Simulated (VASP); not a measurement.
# Re (P6_3/mmc) in VASP: a series of runs

Re is run at these levels: BLYP, r2SCAN, LDA; tasks: relaxation of cell and atoms, single point.

All numbers are computed with VASP 6.6.1; they aren't measurements. Logs are shortened: lines on timing, memory, paths and dates and some standing lists are left out, and cuts for length are marked.

## 1. The cell of the first run

Symmetry: P6_3/mmc, No. 194, hexagonal system. Conventional cell: a = 2.766 Å, b = 2.766 Å, c = 8.939 Å, α = 90.00°, β = 90.00°, γ = 120.00°. Within 3.6 Å of Re (site symmetry -6m2) lie 12 Re at 2.75 to 2.77 Å. Re (site symmetry -3m) has 12 Re at 2.75 to 2.77 Å within 3.6 Å.

## 2. Relaxation of cell and atoms, BLYP

Contents of INCAR:

```
PREC = Accurate
ENCUT = 560
EDIFF = 1E-7
ISMEAR = -1
SIGMA = 0.05
LREAL = False
LASPH = True
NELM = 120
ALGO = Normal
ISIF = 3
LWAVE = False
LCHARG = False
GGA = B5
ALDAX = 1.0
AGGAX = 1.0
AGGAC = 1.0
ALDAC = 0.0
IBRION = 2
NSW = 60
EDIFFG = -0.01
GGA_COMPAT = False
NELMIN = 4
```

Contents of KPOINTS:

```
Automatic mesh
0
Gamma
  11 11 3
```

Contents of POSCAR:

```
Re
1.0
    2.7663873939      0.0000000000      0.0000000000
   -1.3831936969      2.3957617598      0.0000000000
    0.0000000000      0.0000000000      8.9388451600
Re
4
Direct
    0.6666666667      0.3333333333      0.7500000000
    0.0000000000      0.0000000000      0.5000000000
    0.3333333333      0.6666666667      0.2500000000
    0.0000000000      0.0000000000      0.0000000000
```

Potentials or basis: VASP PAW PBE potentials, release 64 (Re_sv_GW).

Command:

```
$ cat potpaw_PBE.64/Re_sv_GW/POTCAR > POTCAR
$ mpirun -np 1 vasp_std > vasp.out
```

OUTCAR:

```text
PREC = Accurate
   ENCUT = 560
   EDIFF = 1E-7
   ISMEAR = -1
   LREAL = False
   LASPH = True
   NELM = 120
   ISIF = 3
   GGA = B5
   IBRION = 2
   NSW = 60
   EDIFFG = -0.01
   NELMIN = 4

 ion  position               nearest neighbor table
   1  0.667  0.333  0.750-   2 2.75   4 2.75   2 2.75   4 2.75   2 2.75   4 2.75
   2  0.000  0.000  0.500-   1 2.75   3 2.75   3 2.75   1 2.75   1 2.75   3 2.75
   3  0.333  0.667  0.250-   2 2.75   4 2.75   2 2.75   4 2.75   2 2.75   4 2.75
   4  0.000  0.000  0.000-   1 2.75   3 2.75   3 2.75   1 2.75   1 2.75   3 2.75

  LATTYP: Found a hexagonal cell.
 ALAT       =     2.7663873939
 C/A-ratio  =     3.2312340563

  Lattice vectors:

 A1 = (   2.7663873939,   0.0000000000,   0.0000000000)
 A2 = (  -1.3831936969,   2.3957617598,   0.0000000000)
 A3 = (   0.0000000000,   0.0000000000,   8.9388451600)

Analysis of symmetry for initial positions (statically):
=====================================================================
 Subroutine PRICEL returns:
 Original cell was already a primitive cell.

 Routine SETGRP: Setting up the symmetry group for a
 hexagonal supercell.

 Subroutine GETGRP returns: Found 24 space group operations
 (whereof 12 operations were pure point group operations)
 out of a pool of 24 trial point group operations.

The static configuration has the point symmetry D_3d.
 The point group associated with its full space group is D_6h.

Analysis of symmetry for dynamics (positions and initial velocities):
=====================================================================
 Subroutine PRICEL returns:
 Original cell was already a primitive cell.

 Routine SETGRP: Setting up the symmetry group for a
 hexagonal supercell.

 Subroutine GETGRP returns: Found 24 space group operations
 (whereof 12 operations were pure point group operations)
 out of a pool of 24 trial point group operations.

The dynamic configuration has the point symmetry D_3d.
 The point group associated with its full space group is D_6h.

 Subroutine INISYM returns: Found 24 space group operations
 (whereof 12 operations are pure point group operations),
 and found     1 'primitive' translations

----------------------------------------------------------------------------------------

                                     Primitive cell

  volume of cell :      59.2431

  direct lattice vectors                    reciprocal lattice vectors
     2.766387394  0.000000000  0.000000000     0.361482272  0.208701887  0.000000000
    -1.383193697  2.395761760  0.000000000     0.000000000  0.417403774  0.000000000
     0.000000000  0.000000000  8.938845160     0.000000000  0.000000000  0.111871274

  length of vectors
     2.766387394  2.766387394  8.938845160     0.417403774  0.417403774  0.111871274

  position of ions in fractional coordinates (direct lattice)
     0.666666667  0.333333333  0.750000000
     0.000000000  0.000000000  0.500000000
     0.333333333  0.666666667  0.250000000
     0.000000000  0.000000000  0.000000000

  ion indices of the primitive-cell ions
   primitive index   ion index
                 1           1
                 2           2
                 3           3
                 4           4

----------------------------------------------------------------------------------------

 KPOINTS: Automatic mesh

Automatic generation of k-mesh.
 Grid dimensions read from file:
 generate k-points for:   11   11    3

 Generating k-lattice:

  Cartesian coordinates                     Fractional coordinates (reciprocal lattice)
     0.032862025  0.018972899  0.000000000     0.090909091  0.000000000  0.000000000
     0.000000000  0.037945798  0.000000000     0.000000000  0.090909091  0.000000000
     0.000000000  0.000000000  0.037290425     0.000000000  0.000000000  0.333333333

  Length of vectors
     0.037945798  0.037945798  0.037290425

  Shift w.r.t. Gamma in fractional coordinates (k-lattice)
     0.000000000  0.000000000  0.000000000

 Subroutine IBZKPT returns following result:
 ===========================================

 Found     32 irreducible k-points:

 Following reciprocal coordinates:
            Coordinates               Weight
  0.000000  0.000000  0.000000      1.000000
  0.090909 -0.000000  0.000000      6.000000
  0.181818  0.000000  0.000000      6.000000
  0.272727  0.000000  0.000000      6.000000
  0.363636  0.000000  0.000000      6.000000
  0.454545  0.000000  0.000000      6.000000
[... 16 lines left out ...]
  0.090909  0.090909  0.333333     12.000000
  0.181818  0.090909  0.333333     24.000000
 [... further k-points ...]
   k-points           NKPTS =     32   k-points in BZ     NKDIM =     32   number of bands    NBANDS=     36
   number of dos      NEDOS =    301   number of ions     NIONS =      4
   total plane-waves  NPLWV =  40320
   dimension x,y,z NGX =    24 NGY =   24 NGZ =   70
   dimension x,y,z NGXF=    48 NGYF=   48 NGZF=  140
   ions per type =               4
   NGX,Y,Z   is equivalent  to a cutoff of  14.42, 14.42, 13.02 a.u.
   NGXF,Y,Z  is equivalent  to a cutoff of  28.85, 28.85, 26.04 a.u.
 SYSTEM =  unknown system
   PREC   = accura    normal or accurate (medium, high low for compatibility)
   ISTART =      0    job   : 0-new  1-cont  2-samecut
   ICHARG =      2    charge: 1-file 2-atom 10-const
   ISPIN  =      1    spin polarized calculation?
   LNONCOLLINEAR =      F non collinear calculations
   LSORBIT =      F    spin-orbit coupling
   LASPH  =      T    aspherical Exc in radial PAW
   ENCUT  =  560.0 eV  41.16 Ry    6.42 a.u.   5.34  5.34 17.25*2*pi/ulx,y,z
   NELM   =    120;   NELMIN=  4; NELMDL= -5     # of ELM steps
   EDIFF  = 0.1E-06   stopping-criterion for ELM
   LREAL  =      F    real-space projection
   EDIFFG = -.1E-01   stopping-criterion for IOM
   NSW    =     60    number of steps for IOM
   IBRION =      2    ionic relax: 0-MD 1-quasi-New 2-CG
   NFREE  =      1    steps in history (QN), initial steepest desc. (CG)
   ISIF   =      3    stress and relaxation
   ISYM   =      2    0-nonsym 1-usesym 2-fastsym
   POTIM  = 0.5000    time-step for ionic-motion
   TEBEG  =    0.0;   TEEND  =   0.0 temperature during run
   PSTRESS=    0.0 pullay stress
   NELECT =      60.0000    total number of electrons
   NUPDOWN=      -1.0000    fix difference up-down
   EMIN   =  10.00;   EMAX   =-10.00  energy-range for DOS
   EFERMI =   0.00;   METHOD = LEGACY
   ISMEAR =    -1;   SIGMA  =   0.05  broadening in eV -4-tet -1-fermi 0-gaus
   EFERMI_NEDOS =   21; number of points for ismear=-14 and -15
   IALGO  =     38    algorithm
   IMIX   =      4    mixing-type and parameters
     AMIX     =   0.40;   BMIX     =  1.00
     AMIX_MAG =   1.60;   BMIX_MAG =  1.00
  volume/ion in A,a.u.               =      14.81        99.95
  Fermi-wavevector in a.u.,A,eV,Ry     =   1.644041  3.106786 36.774777  2.702870
  Thomas-Fermi vector in A             =   2.734073
   LORBIT       =      0    0 simple, 1 ext, 2 COOP (PROOUT), +10 PAW based schemes
   GGA     = B5    functional components
   LHFCALC =     F    Hartree Fock is set to
   AEXX    =    0.0000 exact exchange contribution
   IVDW    =     0    specifies the selected vdW correction
   LEPSILON=     F    determine dielectric tensor
   LRPA    =     F    only Hartree local field effects (RPA)
 conjugate gradient relaxation of ions
 non-spin polarized calculation
  energy-cutoff  :      560.00
  volume of cell :       59.24
 maximum number of plane-waves:      1804
 NGX is ok and might be reduce to    24
   NGX = 11   NGY = 11   NGZ = 35

--------------------------------------- Ionic step        1  -------------------------------------------

 number of electron      59.9999999 magnetization

 Free energy of the ion-electron system (eV)
  ---------------------------------------------------
  ext. energy  EPLUGINS =         0.00000000
  ---------------------------------------------------
  free energy    TOTEN  =       -49.56133555 eV

  energy without entropy =      -49.53770419  energy(sigma->0) =      -49.54951987

------------------------ aborting loop because EDIFF is reached ----------------------------------------

  FORCE on cell =-STRESS in cart. coord.  units (eV):
  Direction    XX          YY          ZZ          XY          YZ          ZX
  --------------------------------------------------------------------------------------
  -------------------------------------------------------------------------------------
  Total        6.3685339      6.3685339      6.1270357      0.0000000     -0.0000000      0.0000000
  in kB      172.2312719    172.2312719    165.7001685      0.0000000     -0.0000000      0.0000000
  external PRESSURE =     170.0542374 kB  Pullay stress =       0.0000000 kB
[... 213 lines left out ...]
  energy  without entropy=      -49.6775344874  energy(sigma->0) =      -49.69033802

--------------------------------------- Ionic step        7  -------------------------------------------

 number of electron      59.9999992 magnetization

 Free energy of the ion-electron system (eV)
  ---------------------------------------------------
  ext. energy  EPLUGINS =         0.00000000
  ---------------------------------------------------
  free energy    TOTEN  =       -49.70388624 eV

  energy without entropy =      -49.67822869  energy(sigma->0) =      -49.69105746

 E-fermi :  12.8311     XC(G=0): -13.2379

 val. band max:       12.8272007197   @ k =   0.3636   0.0909   0.3333
 cond. band min:      12.8519098517   @ k =   0.2727   0.0000   0.0000
 fundamental gap:      0.0247091321
 Fermi energy:        12.8311213201

 k-point     1 :       0.0000    0.0000    0.0000
  band No.  band energies     occupation
      1     -66.7442      2.00000
      2     -66.7111      2.00000
      3     -66.6702      2.00000
      4     -66.6368      2.00000
      5     -29.3487      2.00000
      6     -28.8820      2.00000
[... 925 lines left out ...]
     35      14.4737      0.00000
     36      14.5222      0.00000

 [... further k-points ...]
[... 5 lines left out ...]
  --------------------------------------------------------------------------------------
  -------------------------------------------------------------------------------------
  Total        0.0184300      0.0184300     -0.0284733      0.0000000     -0.0000000      0.0000000
  in kB        0.4759506      0.4759506     -0.7353147      0.0000000     -0.0000000      0.0000000
  external PRESSURE =       0.0721955 kB  Pullay stress =       0.0000000 kB
[... 19 lines left out ...]
  FREE ENERGIE OF THE ION-ELECTRON SYSTEM (eV)
  ---------------------------------------------------
  free  energy   TOTEN  =       -49.7038862384 eV

  energy  without entropy=      -49.6782286880  energy(sigma->0) =      -49.69105746

 reached required accuracy - stopping structural energy minimisation
```

It took 8.1 min on 1 thread of Intel Xeon 6975P-C (Granite Rapids), shared host; peak memory 0.22 GiB.

Results:

```
Free energy                           : -49.7039 eV
Relaxed volume                        : 15.51 Å³/atom
Relaxed cell                          : a = 2.810 Å, b = 2.810 Å, c = 9.072 Å, α = 90.00°, β = 90.00°, γ = 120.00°
Space group after relaxing (to 0.1 Å) : P6_3/mmc (No. 194)
Energy gained by relaxing             : 35.6 meV/atom
Ionic steps                           : 7
Pressure after relaxing               : 0.0 GPa
Band gap on the k mesh                : zero (bands 30 and 31 overlap by 2.35 eV)
```

The path:
| step | energy change (eV) | largest force (eV/Å) | pressure (GPa) | volume (Å³) |
| --- | --- | --- | --- | --- |
| 1 | 0.0000 | 0.0000 | 17.01 | 59.24 |
| 2 | 1.5140 | 0.0000 | -38.30 | 73.77 |
| 3 | -0.1417 | 0.0000 | -1.19 | 62.27 |
| 4 | -0.1425 | 0.0000 | 0.02 | 62.06 |
| 5 | -0.1425 | 0.0000 | -0.38 | 62.11 |
| 6 | -0.1418 | 0.0000 | 1.13 | 61.83 |
| 7 | -0.1426 | 0.0000 | 0.01 | 62.04 |

Final structure:
```xyz
4
Lattice="2.8100 0.0000 0.0000 -1.4050 2.4335 0.0000 0.0000 0.0000 9.0725" Properties=species:S:1:pos:R:3 pbc="T T T"
Re    1.4050    0.8112    6.8044
Re    0.0000    0.0000    4.5362
Re    0.0000    1.6224    2.2681
Re    0.0000    0.0000    0.0000
```

Levels at points of the mesh, in eV from the Fermi level:
| k point | band 26 | band 27 | band 28 | band 29 | band 30 | band 31 | band 32 | band 33 | band 34 | band 35 |
| --- | --- | --- | --- | --- | --- | --- | --- | --- | --- | --- |
| (0.00, 0.00, 0.00) | -1.80 | -1.55 | -1.17 | -1.17 | -1.07 | -1.07 | 0.54 | 0.54 | 0.76 | 1.35 |

Caveat: the PAW data sets were made with another functional, which shifts forces and pressure a little; spin-orbit coupling is left out, which moves the levels of the heavy elements.

(Part 1 of 2 ends here.)

The gap in the log of VASP goes by the Fermi energy; the results here count the filled bands.